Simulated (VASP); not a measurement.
# Li2Se (Fm-3m) in VASP: further runs, part 2 of 2

VASP 6.6.1. Earlier steps stand in the parts before.

## 3. Single point, r2SCAN (16.81 Å³/atom)

This run uses another cell than the first one, of 16.81 Å³/atom.

POSCAR

```
Li2Se
1.0
    0.0000000000      2.9323018948      2.9323018948
    2.9323018948      0.0000000000      2.9323018948
    2.9323018948      2.9323018948      0.0000000000
Li Se
2 1
Direct
    0.2500000000      0.2500000000      0.2500000000
    0.7500000000      0.7500000000      0.7500000000
    0.0000000000      0.0000000000      0.0000000000
```

INCAR.step1

```
  PREC = Accurate
  ENCUT = 830
  ISMEAR = 0
  SIGMA = 0.02
  LREAL = False
  LASPH = True
  NELM = 120
  NBANDS = 13
  GGA = PE
  ALGO = Normal
  EDIFF = 1E-5
  LWAVE = True
  LCHARG = False
  GGA_COMPAT = False
```

INCAR.step2

```
  PREC = Accurate
  ENCUT = 830
  EDIFF = 1E-6
  ISMEAR = 0
  SIGMA = 0.02
  LREAL = False
  LASPH = True
  NELM = 120
  ALGO = Normal
  ISIF = 2
  LWAVE = False
  LCHARG = True
  METAGGA = R2SCAN
  LMIXTAU = True
  LELF = True
  LVHAR = True
  NBANDS = 13
  ISTART = 1
  GGA_COMPAT = False
```

KPOINTS

```
regular mesh
0
Gamma
  8 8 8
```

Potentials or basis: VASP PAW PBE potentials, release 64 (Li_sv, Se).

The run is started by

```console
$ cat potpaw_PBE.64/Li_sv/POTCAR potpaw_PBE.64/Se/POTCAR > POTCAR
$ cp INCAR.step1 INCAR
$ mpirun -np 1 vasp_std > vasp.out
$ cp INCAR.step2 INCAR
$ mpirun -np 1 vasp_std > vasp.out
```

OUTCAR:

```text
PREC = Accurate
   ENCUT = 830
   EDIFF = 1E-6
   ISMEAR = 0
   LREAL = False
   LASPH = True
   NELM = 120
   ISIF = 2
   METAGGA = R2SCAN
   ISTART = 1

 ion  position               nearest neighbor table
   1  0.250  0.250  0.250-   3 2.54   3 2.54   3 2.54   3 2.54
   2  0.750  0.750  0.750-   3 2.54   3 2.54   3 2.54   3 2.54
   3  0.000  0.000  0.000-   2 2.54   2 2.54   2 2.54   1 2.54   2 2.54   1 2.54   1 2.54   1 2.54

  LATTYP: Found a face centered cubic cell.
 ALAT       =     5.8646037896

  Lattice vectors:

 A1 = (   0.0000000000,   2.9323018948,   2.9323018948)
 A2 = (   2.9323018948,   0.0000000000,   2.9323018948)
 A3 = (   2.9323018948,   2.9323018948,   0.0000000000)

Analysis of symmetry for initial positions (statically):
=====================================================================
 Subroutine PRICEL returns:
 Original cell was already a primitive cell.

 Routine SETGRP: Setting up the symmetry group for a
 face centered cubic supercell.

 Subroutine GETGRP returns: Found 48 space group operations
 (whereof 48 operations were pure point group operations)
 out of a pool of 48 trial point group operations.

The static configuration has the point symmetry O_h .

Analysis of symmetry for dynamics (positions and initial velocities):
=====================================================================
 Subroutine PRICEL returns:
 Original cell was already a primitive cell.

 Routine SETGRP: Setting up the symmetry group for a
 face centered cubic supercell.

 Subroutine GETGRP returns: Found 48 space group operations
 (whereof 48 operations were pure point group operations)
 out of a pool of 48 trial point group operations.

The dynamic configuration has the point symmetry O_h .

 Subroutine INISYM returns: Found 48 space group operations
 (whereof 48 operations are pure point group operations),
 and found     1 'primitive' translations

----------------------------------------------------------------------------------------

                                     Primitive cell

  volume of cell :      50.4262

  direct lattice vectors                    reciprocal lattice vectors
     0.000000000  2.932301895  2.932301895    -0.170514503  0.170514503  0.170514503
     2.932301895  0.000000000  2.932301895     0.170514503 -0.170514503  0.170514503
     2.932301895  2.932301895  0.000000000     0.170514503  0.170514503 -0.170514503

  length of vectors
     4.146901109  4.146901109  4.146901109     0.295339782  0.295339782  0.295339782

  position of ions in fractional coordinates (direct lattice)
     0.250000000  0.250000000  0.250000000
     0.750000000  0.750000000  0.750000000
     0.000000000  0.000000000  0.000000000

  ion indices of the primitive-cell ions
   primitive index   ion index
                 1           1
                 2           2
                 3           3

----------------------------------------------------------------------------------------

 KPOINTS: regular mesh

Automatic generation of k-mesh.
 Grid dimensions read from file:
 generate k-points for:    8    8    8

 Generating k-lattice:

[... 43 lines left out ...]
   k-points           NKPTS =     29   k-points in BZ     NKDIM =     29   number of bands    NBANDS=     13
   number of dos      NEDOS =    301   number of ions     NIONS =      3
   total plane-waves  NPLWV =  64000
   dimension x,y,z NGX =    40 NGY =   40 NGZ =   40
   dimension x,y,z NGXF=    80 NGYF=   80 NGZF=   80
   ions per type =               2   1
   NGX,Y,Z   is equivalent  to a cutoff of  16.04, 16.04, 16.04 a.u.
   NGXF,Y,Z  is equivalent  to a cutoff of  32.07, 32.07, 32.07 a.u.
 SYSTEM =  unknown system
   PREC   = accura    normal or accurate (medium, high low for compatibility)
   ISTART =      1    job   : 0-new  1-cont  2-samecut
   ICHARG =      0    charge: 1-file 2-atom 10-const
   ISPIN  =      1    spin polarized calculation?
   LNONCOLLINEAR =      F non collinear calculations
   LSORBIT =      F    spin-orbit coupling
   LASPH  =      T    aspherical Exc in radial PAW
   ENCUT  =  830.0 eV  61.00 Ry    7.81 a.u.   9.74  9.74  9.74*2*pi/ulx,y,z
   NELM   =    120;   NELMIN=  2; NELMDL=  0     # of ELM steps
   EDIFF  = 0.1E-05   stopping-criterion for ELM
   LREAL  =      F    real-space projection
   EDIFFG = 0.1E-04   stopping-criterion for IOM
   NSW    =      0    number of steps for IOM
   IBRION =     -1    ionic relax: 0-MD 1-quasi-New 2-CG
   NFREE  =      0    steps in history (QN), initial steepest desc. (CG)
   ISIF   =      2    stress and relaxation
   ISYM   =      2    0-nonsym 1-usesym 2-fastsym
   POTIM  = 0.5000    time-step for ionic-motion
   TEBEG  =    0.0;   TEEND  =   0.0 temperature during run
   PSTRESS=    0.0 pullay stress
   NELECT =      12.0000    total number of electrons
   NUPDOWN=      -1.0000    fix difference up-down
   EMIN   =  10.00;   EMAX   =-10.00  energy-range for DOS
   EFERMI =   0.00;   METHOD = LEGACY
   ISMEAR =     0;   SIGMA  =   0.02  broadening in eV -4-tet -1-fermi 0-gaus
   EFERMI_NEDOS =   21; number of points for ismear=-14 and -15
   IALGO  =     38    algorithm
   IMIX   =      4    mixing-type and parameters
     AMIX     =   0.40;   BMIX     =  1.00
     AMIX_MAG =   1.60;   BMIX_MAG =  1.00
  volume/ion in A,a.u.               =      16.81       113.43
  Fermi-wavevector in a.u.,A,eV,Ry     =   1.014495  1.917118 14.003117  1.029200
  Thomas-Fermi vector in A             =   2.147726
   LORBIT       =      0    0 simple, 1 ext, 2 COOP (PROOUT), +10 PAW based schemes
   METAGGA = R2SCAN    functional components
   LHFCALC =     F    Hartree Fock is set to
   AEXX    =    0.0000 exact exchange contribution
   IVDW    =     0    specifies the selected vdW correction
   LEPSILON=     F    determine dielectric tensor
   LRPA    =     F    only Hartree local field effects (RPA)
 non-spin polarized calculation
 Gauss-broadening in eV      SIGMA  =   0.02
  energy-cutoff  :      830.00
  volume of cell :       50.43
 maximum number of plane-waves:      2764
   NGX = 19   NGY = 19   NGZ = 19

 number of electron      11.9999998 magnetization

 Free energy of the ion-electron system (eV)
  ---------------------------------------------------
  ext. energy  EPLUGINS =         0.00000000
  ---------------------------------------------------
  free energy    TOTEN  =       -23.41808450 eV

  energy without entropy =      -23.41808450  energy(sigma->0) =      -23.41808450

 E-fermi :   1.2184     XC(G=0):  -8.9009

 val. band max:        1.1200826111   @ k =   0.0000   0.0000   0.0000
 cond. band min:       4.5255029380   @ k =   0.5000   0.5000   0.0000
 fundamental gap:      3.4054203268
 Fermi energy:         1.2183811496

 k-point     1 :       0.0000    0.0000    0.0000
  band No.  band energies     occupation
      1     -44.9394      2.00000
      2     -44.9087      2.00000
      3     -10.8502      2.00000
      4       1.1201      2.00000
      5       1.1201      2.00000
      6       1.1201      2.00000
      7       5.5925      0.00000
      8       7.4601      0.00000
      9       7.4601      0.00000
     10       7.4601      0.00000
     11      12.5149      0.00000
     12      12.5149      0.00000
     13      13.3156      0.00000
[... 354 lines left out ...]
  band No.  band energies     occupation
      1     -44.9233      2.00000
      2     -44.9232      2.00000
      3     -10.3486      2.00000
      4      -1.7041      2.00000
      5      -0.2818      2.00000
      6       0.0994      2.00000
      7       7.1434      0.00000
      8       7.8856      0.00000
      9       9.7752      0.00000
     10      10.5693      0.00000
     11      11.7154      0.00000
     12      13.2120      0.00000
     13      15.0891      0.00000

 [... further k-points ...]

------------------------ aborting loop because EDIFF is reached ----------------------------------------

  FORCE on cell =-STRESS in cart. coord.  units (eV):
  Direction    XX          YY          ZZ          XY          YZ          ZX
  --------------------------------------------------------------------------------------
  -------------------------------------------------------------------------------------
  Total        0.7131208      0.7131208      0.7131208      0.0000000      0.0000000      0.0000000
  in kB       22.6577952     22.6577952     22.6577952      0.0000000      0.0000000      0.0000000
  external PRESSURE =      22.6577952 kB  Pullay stress =       0.0000000 kB

 VOLUME and BASIS-vectors are now :
 -----------------------------------------------------------------------------
  energy-cutoff  :      830.00
  volume of cell :       50.43
      direct lattice vectors                 reciprocal lattice vectors
     0.000000000  2.932301895  2.932301895    -0.170514503  0.170514503  0.170514503
     2.932301895  0.000000000  2.932301895     0.170514503 -0.170514503  0.170514503
     2.932301895  2.932301895  0.000000000     0.170514503  0.170514503 -0.170514503

 POSITION                                       TOTAL-FORCE (eV/Angst)
 -----------------------------------------------------------------------------------
      1.46615      1.46615      1.46615        -0.000000     -0.000000     -0.000000
      4.39845      4.39845      4.39845         0.000000     -0.000000      0.000000
      0.00000      0.00000      0.00000         0.000000      0.000000      0.000000
 -----------------------------------------------------------------------------------
    total drift:                                0.000000     -0.000000      0.000000

  FREE ENERGIE OF THE ION-ELECTRON SYSTEM (eV)
  ---------------------------------------------------
  free  energy   TOTEN  =       -23.4180845021 eV

  energy  without entropy=      -23.4180845021  energy(sigma->0) =      -23.41808450
```

It took 2.9 min on 1 thread of Intel Xeon Platinum 8488C (Sapphire Rapids), shared host; peak memory 0.27 GiB.

Results:

```yaml
Free_energy: -23.4181 eV
Pressure: 2.3 GPa
Band_gap_on_the_k_mesh: 3.41 eV (least direct gap 4.47 eV)
```

Levels at points of the mesh, in eV from the valence-band top:
```
           k point  band 3  band 4  band 5  band 6  band 7  band 8  band 9  band 10
(0.00, 0.00, 0.00)  -11.97    0.00    0.00    0.00    4.47    6.34    6.34     6.34
(0.50, 0.00, 0.00)  -11.54   -3.14   -0.58   -0.58    6.26    6.63    6.63     8.93
(0.50, 0.50, 0.00)  -11.41   -2.42   -1.59   -1.59    3.41    7.17   11.82    11.82
```

Caveat: the PAW data sets were made with another functional, which shifts forces and pressure a little. A k mesh can miss the band edges.

## 4. Single point, r2SCAN (17.35 Å³/atom)

This run uses another cell than the first one, of 17.35 Å³/atom.

POSCAR

```
Li2Se
1.0
    0.0000000000      2.9631704990      2.9631704990
    2.9631704990      0.0000000000      2.9631704990
    2.9631704990      2.9631704990      0.0000000000
Li Se
2 1
Direct
    0.2500000000      0.2500000000      0.2500000000
    0.7500000000      0.7500000000      0.7500000000
    0.0000000000      0.0000000000      0.0000000000
```

INCAR.step1

```
PREC = Accurate
ENCUT = 830
ISMEAR = 0
SIGMA = 0.02
LREAL = F
LASPH = T
NELM = 120
NBANDS = 13
GGA = PE
ALGO = Normal
EDIFF = 1E-5
LWAVE = T
LCHARG = F
GGA_COMPAT = F
```

INCAR.step2

```
PREC = Accurate
ENCUT = 830
EDIFF = 1E-6
ISMEAR = 0
SIGMA = 0.02
LREAL = F
LASPH = T
NELM = 120
ALGO = Normal
ISIF = 2
LWAVE = F
LCHARG = F
METAGGA = R2SCAN
LMIXTAU = T
NBANDS = 13
ISTART = 1
GGA_COMPAT = F
```

KPOINTS

```
Automatic mesh
0
Gamma
  8 8 8
```

The run is started by

```console
$ cat potpaw_PBE.64/Li_sv/POTCAR potpaw_PBE.64/Se/POTCAR > POTCAR
$ cp INCAR.step1 INCAR
$ mpirun -np 1 vasp_std > vasp.out
$ cp INCAR.step2 INCAR
$ mpirun -np 1 vasp_std > vasp.out
```

Run time: 1.8 min. Hardware: 1 thread of Intel Xeon Platinum 8488C (Sapphire Rapids), shared host; peak memory 0.26 GiB.

Results (log left out):

| Item | Value |
| --- | --- |
| Free energy | -23.4349 eV |
| Pressure | 1.0 GPa |
| Band gap on the k mesh | 3.43 eV (least direct gap 4.32 eV) |

Levels at points of the mesh, in eV from the valence-band top:
| k point | band 3 | band 4 | band 5 | band 6 | band 7 | band 8 | band 9 | band 10 |
| --- | --- | --- | --- | --- | --- | --- | --- | --- |
| (0.00, 0.00, 0.00) | -11.88 | 0.00 | 0.00 | 0.00 | 4.32 | 6.33 | 6.33 | 6.33 |
| (0.50, 0.00, 0.00) | -11.47 | -3.03 | -0.55 | -0.55 | 6.12 | 6.61 | 6.61 | 8.79 |
| (0.50, 0.50, 0.00) | -11.35 | -2.34 | -1.52 | -1.52 | 3.43 | 7.08 | 11.59 | 11.59 |

Caveat: the PAW data sets were made with another functional, which shifts forces and pressure a little. A k mesh can miss the band edges.

## 5. Summary

```tsv
cell	gap on the mesh (eV)	pressure (GPa)
a = 4.370 Å, angles 60.0°, 3 atoms	3.51	-3.0
a = 4.147 Å, angles 60.0°, 3 atoms	3.41	2.3
a = 4.191 Å, angles 60.0°, 3 atoms	3.43	1.0
```

Alike in all rows: task single point; level r2SCAN; potentials or basis VASP PAW PBE potentials, release 64 (Li_sv, Se); no spin polarisation; k mesh 8 × 8 × 8; cutoff (eV) 830; smearing gaussian 0.02 eV.

Caveats: the PAW data sets were made with another functional, which shifts forces and pressure a little; the cell stands under tension (at least some runs).

Total energies depend on the potentials used, so only differences within one code and one set of settings carry meaning.
